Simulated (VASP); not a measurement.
# HgTe (Fm-3m) in VASP: settings compared, part 2 of 3

VASP 6.6.1. Earlier steps stand in the parts before.

### Step 3. Single point, PBE-based screened hybrid with 25 % exact exchange, non-collinear spin, zero start, spin-orbit coupling

POSCAR

```
HgTe
1.0
    0.0000000000      3.1800000000      3.1800000000
    3.1800000000      0.0000000000      3.1800000000
    3.1800000000      3.1800000000      0.0000000000
Hg Te
1 1
Direct
    0.0000000000      0.0000000000      0.0000000000
    0.5000000000      0.5000000000      0.5000000000
```

INCAR.step1

```
PREC = Accurate
ENCUT = 400
EDIFF = 1E-5
ISMEAR = 1
SIGMA = 0.025
LREAL = False
LASPH = True
NELM = 200
ALGO = Normal
ISIF = 2
LWAVE = True
LNONCOLLINEAR = True
MAGMOM = 0 0 0 0 0 0
LORBIT = 11
LSORBIT = True
GGA_COMPAT = False
LORBMOM = True
NBANDS = 30
GGA = PE
KPAR = 4
```

INCAR.step2

```
PREC = Accurate
ENCUT = 400
EDIFF = 1E-6
ISMEAR = 1
SIGMA = 0.025
LREAL = False
LASPH = True
NELM = 200
ALGO = Normal
ISIF = 2
LWAVE = False
LCHARG = True
LNONCOLLINEAR = True
MAGMOM = 0 0 0 0 0 0
LORBIT = 11
LSORBIT = True
GGA_COMPAT = False
LORBMOM = True
GGA = PE
LHFCALC = True
AEXX = 0.25
HFSCREEN = 0.3
PRECFOCK = Normal
LVHAR = True
NBANDS = 30
ISTART = 1
KPAR = 4
```

KPOINTS

```
regular mesh
0
Gamma
  5 5 5
```

Potentials or basis: VASP PAW PBE potentials, release 64 (Hg, Te).

The run is started by

```sh
$ cat potpaw_PBE.64/Hg/POTCAR potpaw_PBE.64/Te/POTCAR > POTCAR
$ cp INCAR.step1 INCAR
$ mpirun -np 4 vasp_ncl > vasp.out
$ cp INCAR.step2 INCAR
$ mpirun -np 4 vasp_ncl > vasp.out
```

OUTCAR:

```text
PREC = Accurate
   ENCUT = 400
   EDIFF = 1E-6
   ISMEAR = 1
   LREAL = False
   LASPH = True
   NELM = 200
   ISIF = 2
   LNONCOLLINEAR = True
   LORBIT = 11
   LSORBIT = True
   GGA = PE
   LHFCALC = True
   AEXX = 0.25
   HFSCREEN = 0.3
   PRECFOCK = Normal
   ISTART = 1

 ion  position               nearest neighbor table
   1  0.000  0.000  0.000-   2 3.18   2 3.18   2 3.18   2 3.18   2 3.18   2 3.18
   2  0.500  0.500  0.500-   1 3.18   1 3.18   1 3.18   1 3.18   1 3.18   1 3.18

  LATTYP: Found a face centered cubic cell.
 ALAT       =     6.3600000000

  Lattice vectors:

 A1 = (   0.0000000000,   3.1800000000,   3.1800000000)
 A2 = (   3.1800000000,   0.0000000000,   3.1800000000)
 A3 = (   3.1800000000,   3.1800000000,   0.0000000000)

Analysis of symmetry for initial positions (statically):
=====================================================================
[... 589 lines left out ...]
    -0.0507268    -0.0126817     0.0000000    -0.0126817     0.0000000
 l=   3
     0.0000000     0.0000000     0.0000000     0.0000000     0.0000000     0.0000000     0.0000000
     0.0000000     0.0000000     0.0000000     0.0000000     0.0000000     0.0000000     0.0000000
     0.0000000     0.0000000     0.0000000     0.0000000     0.0000000     0.0000000     0.0000000
     0.0000000     0.0000000     0.0000000     0.0000000     0.0000000     0.0000000     0.0000000
     0.0000000     0.0000000     0.0000000     0.0000000     0.0000000     0.0000000     0.0000000
     0.0000000     0.0000000     0.0000000     0.0000000     0.0000000     0.0000000     0.0000000
     0.0000000     0.0000000     0.0000000     0.0000000     0.0000000     0.0000000     0.0000000

 Ion:    2  E_soc:     -0.2751970
 l=   1
     0.0000000    -0.0457959    -0.0457959
    -0.0457959     0.0000000    -0.0457959
    -0.0457959    -0.0457959     0.0000000
 l=   2
     0.0000000    -0.0000048     0.0000000    -0.0000048    -0.0000655
    -0.0000048     0.0000000    -0.0000491    -0.0000048    -0.0000164
     0.0000000    -0.0000491     0.0000000    -0.0000491     0.0000000
    -0.0000048    -0.0000048    -0.0000491     0.0000000    -0.0000164
    -0.0000655    -0.0000164     0.0000000    -0.0000164     0.0000000
 l=   3
     0.0000000     0.0000000     0.0000000     0.0000000     0.0000000     0.0000000     0.0000000
     0.0000000     0.0000000     0.0000000     0.0000000     0.0000000     0.0000000     0.0000000
     0.0000000     0.0000000     0.0000000     0.0000000     0.0000000     0.0000000     0.0000000
     0.0000000     0.0000000     0.0000000     0.0000000     0.0000000     0.0000000     0.0000000
     0.0000000     0.0000000     0.0000000     0.0000000     0.0000000     0.0000000     0.0000000
     0.0000000     0.0000000     0.0000000     0.0000000     0.0000000     0.0000000     0.0000000
     0.0000000     0.0000000     0.0000000     0.0000000     0.0000000     0.0000000     0.0000000

 total charge

# of ion       s       p       d       tot
------------------------------------------
    1        0.731   0.239   9.390  10.360
    2        1.365   1.964   0.020   3.349
--------------------------------------------------
tot          2.096   2.203   9.410  13.709

 magnetization (x)

# of ion       s       p       d       tot
------------------------------------------
    1       -0.000   0.000  -0.000  -0.000
    2        0.000   0.000   0.000   0.000
--------------------------------------------------
tot         -0.000   0.000  -0.000  -0.000

 magnetization (y)

# of ion       s       p       d       tot
------------------------------------------
    1       -0.000   0.000  -0.000  -0.000
    2       -0.000   0.000   0.000  -0.000
--------------------------------------------------
tot         -0.000   0.000  -0.000  -0.000

 magnetization (z)

# of ion       s       p       d       tot
------------------------------------------
    1       -0.000  -0.000   0.000  -0.000
    2       -0.000   0.000  -0.000   0.000
--------------------------------------------------
tot         -0.000   0.000   0.000   0.000
```

OSZICAR.step1:

```text
N       E                     dE             d eps       ncg     rms          rms(c)
DAV:   1     0.964223299937E+02    0.96422E+02   -0.67428E+03   600   0.847E+02
DAV:   2     0.550527673388E+00   -0.95872E+02   -0.91342E+02   656   0.229E+02
DAV:   3    -0.382703474358E+01   -0.43776E+01   -0.43062E+01   712   0.485E+01
DAV:   4    -0.387383393505E+01   -0.46799E-01   -0.46771E-01   772   0.462E+00
DAV:   5    -0.387420394249E+01   -0.37001E-03   -0.37000E-03   706   0.424E-01    0.670E+00
DAV:   6    -0.369588641880E+01    0.17832E+00   -0.35603E-01   666   0.778E+00    0.522E+00
DAV:   7    -0.369402497951E+01    0.18614E-02   -0.80963E-02   674   0.188E+00    0.248E+00
DAV:   8    -0.369366652924E+01    0.35845E-03   -0.46785E-03   666   0.732E-01    0.104E+00
DAV:   9    -0.369372432315E+01   -0.57794E-04   -0.34352E-04   696   0.164E-01    0.179E-01
DAV:  10    -0.369376529201E+01   -0.40969E-04   -0.21156E-04   678   0.149E-01    0.377E-02
DAV:  11    -0.369377302912E+01   -0.77371E-05   -0.22670E-05   642   0.546E-02
   1 F= -.36937730E+01 E0= -.36937257E+01  d E =-.141839E-03  mag=    -0.0000    -0.0000    -0.0000
```

It took 20 min on 4 MPI ranks of Intel Xeon Platinum 8488C (Sapphire Rapids), shared host; peak memory 0.38 GiB.

Results:

```yaml
Free_energy: -4.4089 eV
Pressure: -5.0 GPa
Net_moment: 0.00 μB per cell
Valence_electrons_inside_the_program's_atomic_spheres: Hg 10.36; Te 3.35
```

Moments on the atoms (μB; x, y, z):
```
Hg  0.00 0.00 0.00
Te  0.00 0.00 0.00
```

Caveat: the cell stands under tension; the PAW data sets were made with another functional, which shifts forces and pressure a little.

### Step 4. Single point, HSE06

This run uses another cell than the first one, of 30.23 Å³/atom.

POSCAR

```
HgTe
1.0
    0.0000000000      3.1150838257      3.1150838257
    3.1150838257      0.0000000000      3.1150838257
    3.1150838257      3.1150838257      0.0000000000
Hg Te
1 1
Direct
    0.0000000000      0.0000000000      0.0000000000
    0.5000000000      0.5000000000      0.5000000000
```

INCAR.step1

```
SYSTEM = HgTe
ALGO = Normal ; EDIFF = 1E-5
ENCUT = 520 ; GGA = PE
ISIF = 2 ; ISMEAR = -1
LASPH = .TRUE. ; LREAL = .FALSE.
LWAVE = .TRUE. ; NBANDS = 16
NELM = 80 ; PREC = Accurate
SIGMA = 0.05
```

INCAR.step2

```
SYSTEM = HgTe
ALGO = Normal ; EDIFF = 1E-6
ENCUT = 520 ; GGA = PE
HFSCREEN = 0.2079 ; ISIF = 2
ISMEAR = -1 ; ISTART = 1
LASPH = .TRUE. ; LCHARG = .TRUE.
LELF = .TRUE. ; LHFCALC = .TRUE.
LREAL = .FALSE. ; LVHAR = .TRUE.
LWAVE = .FALSE. ; NBANDS = 16
NELM = 80 ; PREC = Accurate
PRECFOCK = Normal ; SIGMA = 0.05
```

KPOINTS

```
k-points
0
G
  4 4 4
  0 0 0
```

The run is started by

```sh
$ cat potpaw_PBE.64/Hg/POTCAR potpaw_PBE.64/Te/POTCAR > POTCAR
$ cp INCAR.step1 INCAR
$ mpirun -np 1 vasp_std > vasp.out
$ cp INCAR.step2 INCAR
$ mpirun -np 1 vasp_std > vasp.out
```

It took 9.8 min on 1 thread of Intel Xeon Platinum 8488C (Sapphire Rapids), shared host; peak memory 0.31 GiB.

The run converged. Its results:

```yaml
Free_energy: -4.1414 eV
Pressure: -2.4 GPa
Band_gap_on_the_k_mesh: zero (bands 9 and 10 overlap by 2.43 eV)
```

Levels at points of the mesh, in eV from the Fermi level:
```
           k point  band 7  band 8  band 9  band 10  band 11  band 12
(0.00, 0.00, 0.00)   -1.03   -0.87   -0.87    -0.87     8.08     8.08
(0.50, 0.00, 0.00)   -6.11   -0.01   -0.01     2.99     4.02     4.41
(0.50, 0.50, 0.00)   -4.46   -2.71   -2.43    -2.43     5.26     9.67
```

Caveat: the k points lie up to 0.44 Å⁻¹ apart, too coarse for converged energies and pressures of a metal; the PAW data sets were made with another functional, which shifts forces and pressure a little; spin-orbit coupling is left out, which moves the levels of the heavy elements.

(Part 2 of 3 ends here.)
